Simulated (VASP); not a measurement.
# Rh (Fm-3m) in VASP: a series of runs, part 2 of 2

VASP 6.6.1. The steps go on from the part before.

### Step 4. Electric field gradients, LDA (13.89 Å³/atom)

This run uses another cell than the first one, of 13.89 Å³/atom.

Contents of INCAR:

```
PREC = Accurate ; ENCUT = 520
EDIFF = 1E-8 ; ISMEAR = -1
SIGMA = 0.03 ; LREAL = F
LASPH = T ; NELM = 80
ALGO = Normal ; ISIF = 2
LWAVE = F ; LCHARG = F
GGA = CA ; LEFG = T
NBANDS = 14
```

Contents of KPOINTS:

```
Automatic mesh
0
Gamma
  16 16 16
```

Contents of POSCAR:

```
Rh
1.0
    0.0000000000      1.9078674883      1.9078674883
    1.9078674883      0.0000000000      1.9078674883
    1.9078674883      1.9078674883      0.0000000000
Rh
1
Direct
    0.0000000000      0.0000000000      0.0000000000
```

Potentials or basis: VASP PAW LDA potentials, release 64 (Rh_pv).

On the command line:

```bash
$ cat potpaw_LDA.64/Rh_pv/POTCAR > POTCAR
$ mpirun -np 1 vasp_std > vasp.out
```

OUTCAR:

```text
PREC = Accurate
   ENCUT = 520
   EDIFF = 1E-8
   ISMEAR = -1
   LREAL = F
   LASPH = T
   NELM = 80
   ISIF = 2
   GGA = CA

 ion  position               nearest neighbor table
   1  0.000  0.000  0.000-

  LATTYP: Found a face centered cubic cell.
 ALAT       =     3.8157349766

  Lattice vectors:

 A1 = (   0.0000000000,   1.9078674883,   1.9078674883)
 A2 = (   1.9078674883,   0.0000000000,   1.9078674883)
 A3 = (   1.9078674883,   1.9078674883,   0.0000000000)

Analysis of symmetry for initial positions (statically):
=====================================================================
 Subroutine PRICEL returns:
 Original cell was already a primitive cell.

 Routine SETGRP: Setting up the symmetry group for a
 face centered cubic supercell.

 Subroutine GETGRP returns: Found 48 space group operations
 (whereof 48 operations were pure point group operations)
 out of a pool of 48 trial point group operations.

The static configuration has the point symmetry O_h .

Analysis of symmetry for dynamics (positions and initial velocities):
=====================================================================
 Subroutine PRICEL returns:
 Original cell was already a primitive cell.

 Routine SETGRP: Setting up the symmetry group for a
 face centered cubic supercell.

 Subroutine GETGRP returns: Found 48 space group operations
 (whereof 48 operations were pure point group operations)
 out of a pool of 48 trial point group operations.

The dynamic configuration has the point symmetry O_h .

 Subroutine INISYM returns: Found 48 space group operations
 (whereof 48 operations are pure point group operations),
 and found     1 'primitive' translations

----------------------------------------------------------------------------------------

                                     Primitive cell

  volume of cell :      13.8891

  direct lattice vectors                    reciprocal lattice vectors
     0.000000000  1.907867488  1.907867488    -0.262072708  0.262072708  0.262072708
     1.907867488  0.000000000  1.907867488     0.262072708 -0.262072708  0.262072708
     1.907867488  1.907867488  0.000000000     0.262072708  0.262072708 -0.262072708

  length of vectors
     2.698132077  2.698132077  2.698132077     0.453923246  0.453923246  0.453923246

  position of ions in fractional coordinates (direct lattice)
     0.000000000  0.000000000  0.000000000

  ion indices of the primitive-cell ions
   primitive index   ion index
                 1           1

----------------------------------------------------------------------------------------

 KPOINTS: Automatic mesh

Automatic generation of k-mesh.
 Grid dimensions read from file:
 generate k-points for:   16   16   16

 Generating k-lattice:

  Cartesian coordinates                     Fractional coordinates (reciprocal lattice)
    -0.016379544  0.016379544  0.016379544     0.062500000  0.000000000  0.000000000
[... 71 lines left out ...]
   NUPDOWN=      -1.0000    fix difference up-down
   EMIN   =  10.00;   EMAX   =-10.00  energy-range for DOS
   EFERMI =   0.00;   METHOD = LEGACY
   ISMEAR =    -1;   SIGMA  =   0.03  broadening in eV -4-tet -1-fermi 0-gaus
   EFERMI_NEDOS =   21; number of points for ismear=-14 and -15
   IALGO  =     38    algorithm
   IMIX   =      4    mixing-type and parameters
     AMIX     =   0.40;   BMIX     =  1.00
     AMIX_MAG =   1.60;   BMIX_MAG =  1.00
  volume/ion in A,a.u.               =      13.89        93.73
  Fermi-wavevector in a.u.,A,eV,Ry     =   1.679630  3.174041 38.384186  2.821158
  Thomas-Fermi vector in A             =   2.763508
   LORBIT       =      0    0 simple, 1 ext, 2 COOP (PROOUT), +10 PAW based schemes
   GGA     = CA    functional components
   LHFCALC =     F    Hartree Fock is set to
   AEXX    =    0.0000 exact exchange contribution
   IVDW    =     0    specifies the selected vdW correction
   LEPSILON=     F    determine dielectric tensor
   LRPA    =     F    only Hartree local field effects (RPA)
 non-spin polarized calculation
  energy-cutoff  :      520.00
  volume of cell :       13.89
 maximum number of plane-waves:       388
   NGX =  9   NGY =  9   NGZ =  9

 number of electron      15.0000005 magnetization

 Free energy of the ion-electron system (eV)
  ---------------------------------------------------
  ext. energy  EPLUGINS =         0.00000000
  ---------------------------------------------------
  free energy    TOTEN  =        -8.65853457 eV

  energy without entropy =       -8.65396060  energy(sigma->0) =       -8.65624758

 E-fermi :  11.5102     XC(G=0): -14.2869

 val. band max:       11.5069752950   @ k =  -0.3750   0.2500   0.0000
 cond. band min:      11.5107082968   @ k =   0.3125   0.2500   0.0000
 fundamental gap:      0.0037330018
 Fermi energy:        11.5102294941

 k-point     1 :       0.0000    0.0000    0.0000
  band No.  band energies     occupation
      1     -34.6241      2.00000
      2     -34.6241      2.00000
      3     -34.6241      2.00000
      4       3.5664      2.00000
      5       8.4609      2.00000
      6       8.4609      2.00000
      7       8.4609      2.00000
      8      10.5544      2.00000
      9      10.5544      2.00000
     10      27.4794      0.00000
     11      31.9006      0.00000
     12      32.8261      0.00000
     13      32.8261      0.00000
     14      32.8261      0.00000
[... 377 lines left out ...]
      1     -34.6922      2.00000
      2     -34.6447      2.00000
      3     -34.6294      2.00000
      4       3.9756      2.00000
      5       8.2638      2.00000
      6       8.6056      2.00000
      7       8.6529      2.00000
      8      10.3692      2.00000
      9      10.5793      2.00000
     10      28.0546      0.00000
     11      31.1719      0.00000
     12      31.9023      0.00000
     13      32.8671      0.00000
     14      33.6779      0.00000

 [... further k-points ...]

------------------------ aborting loop because EDIFF is reached ----------------------------------------

  FORCE on cell =-STRESS in cart. coord.  units (eV):
  Direction    XX          YY          ZZ          XY          YZ          ZX
  --------------------------------------------------------------------------------------
  -------------------------------------------------------------------------------------
  Total       -1.1212412     -1.1212412     -1.1212412      0.0000000      0.0000000      0.0000000
  in kB     -129.3406384   -129.3406384   -129.3406384      0.0000000      0.0000000      0.0000000
  external PRESSURE =    -129.3406384 kB  Pullay stress =       0.0000000 kB

 VOLUME and BASIS-vectors are now :
 -----------------------------------------------------------------------------
  energy-cutoff  :      520.00
  volume of cell :       13.89
      direct lattice vectors                 reciprocal lattice vectors
     0.000000000  1.907867488  1.907867488    -0.262072708  0.262072708  0.262072708
     1.907867488  0.000000000  1.907867488     0.262072708 -0.262072708  0.262072708
     1.907867488  1.907867488  0.000000000     0.262072708  0.262072708 -0.262072708

 POSITION                                       TOTAL-FORCE (eV/Angst)
 -----------------------------------------------------------------------------------
      0.00000      0.00000      0.00000         0.000000     -0.000000      0.000000
 -----------------------------------------------------------------------------------
    total drift:                               -0.000000     -0.000000     -0.000000

  FREE ENERGIE OF THE ION-ELECTRON SYSTEM (eV)
  ---------------------------------------------------
  free  energy   TOTEN  =        -8.6585345659 eV

  energy  without entropy=       -8.6539605983  energy(sigma->0) =       -8.65624758

 Electric field gradients (V/A^2)
---------------------------------------------------------------------
 ion       V_xx      V_yy      V_zz      V_xy      V_xz      V_yz
---------------------------------------------------------------------
   1      -0.000    -0.000     0.000     0.000     0.000     0.000
---------------------------------------------------------------------

 Electric field gradients after diagonalization (V/A^2)
 (convention: |V_zz| > |V_xx| > |V_yy|)
----------------------------------------------------------------------
 ion       V_xx      V_yy      V_zz     asymmetry (V_yy - V_xx)/ V_zz
----------------------------------------------------------------------
   1      -0.000    -0.000     0.001       0.000
----------------------------------------------------------------------

           NMR quadrupolar parameters

 Cq : quadrupolar parameter    Cq=e*Q*V_zz/h
 eta: asymmetry parameters     (V_yy - V_xx)/ V_zz
 Q  : nuclear electric quadrupole moment in mb (millibarn)
----------------------------------------------------------------------
 ion       Cq(MHz)       eta       Q (mb)
----------------------------------------------------------------------
   1       0.000       0.000       1.000
----------------------------------------------------------------------
```

OSZICAR:

```text
N       E                     dE             d eps       ncg     rms          rms(c)
DAV:   1     0.115895521834E+03    0.11590E+03   -0.87366E+03  4080   0.115E+03
DAV:   2    -0.769696622280E+01   -0.12359E+03   -0.11810E+03  4462   0.336E+02
DAV:   3    -0.922945123442E+01   -0.15325E+01   -0.15294E+01  4840   0.411E+01
DAV:   4    -0.923512867654E+01   -0.56774E-02   -0.56771E-02  4630   0.257E+00
DAV:   5    -0.923517979924E+01   -0.51123E-04   -0.51121E-04  4846   0.215E-01    0.103E+01
DAV:   6    -0.868202757121E+01    0.55315E+00   -0.95951E-01  4276   0.133E+01    0.332E+00
DAV:   7    -0.866361359132E+01    0.18414E-01   -0.14755E-02  4546   0.141E+00    0.163E+00
DAV:   8    -0.865867744033E+01    0.49362E-02   -0.44928E-03  4414   0.932E-01    0.170E-01
DAV:   9    -0.865852865495E+01    0.14879E-03   -0.20843E-04  4300   0.205E-01    0.392E-02
DAV:  10    -0.865853468726E+01   -0.60323E-05   -0.30896E-06  4600   0.205E-02    0.334E-03
DAV:  11    -0.865853456309E+01    0.12417E-06   -0.39523E-07  4654   0.845E-03    0.378E-04
DAV:  12    -0.865853456585E+01   -0.27580E-08   -0.75071E-09  2786   0.123E-03
   1 F= -.86585346E+01 E0= -.86562476E+01  d E =-.457397E-02
```

stdout:

```text
POSCAR found type information on POSCAR Rh
 POSCAR found :  1 types and       1 ions
 scaLAPACK will be used
 LDA part: xc-table for (Slater(with rela. corr.)+CA(PZ))
 , standard interpolation
 POSCAR, INCAR and KPOINTS ok, starting setup
 FFT: planning ... GRIDC
 FFT: planning ... GRID_SOFT
 FFT: planning ... GRID
 WAVECAR not read
 entering main loop
ion   1
```

It took 43 s on 1 thread of AMD EPYC 7R13, shared host; peak memory 0.11 GiB.

Results:

| Item | Value |
| --- | --- |
| Free energy | -8.6585 eV |
| Pressure | -12.9 GPa |
| Band gap on the k mesh | zero (an odd number of electrons rules out a gap without spin polarisation) |
| Largest electric field gradient by atom | zero within the noise of the run |

Caveat: the cell stands under tension.

### Step 5. Summary

```csv
cell,gap on the mesh (eV),pressure (GPa)
"a = 2.671 Å, angles 60.0°, 1 atom",none,-4.8
"a = 2.680 Å, angles 60.0°, 1 atom",none,-7.7
"a = 2.698 Å, angles 60.0°, 1 atom",none,-12.9
```

Alike in all rows: task electric field gradients; level LDA; potentials or basis VASP PAW LDA potentials, release 64 (Rh_pv); no spin polarisation; k mesh 16 × 16 × 16; cutoff (eV) 520; smearing fermi-dirac 0.03 eV.

Caveats: the cell stands under tension.

Absolute energies hang on the potentials; compare differences alone.
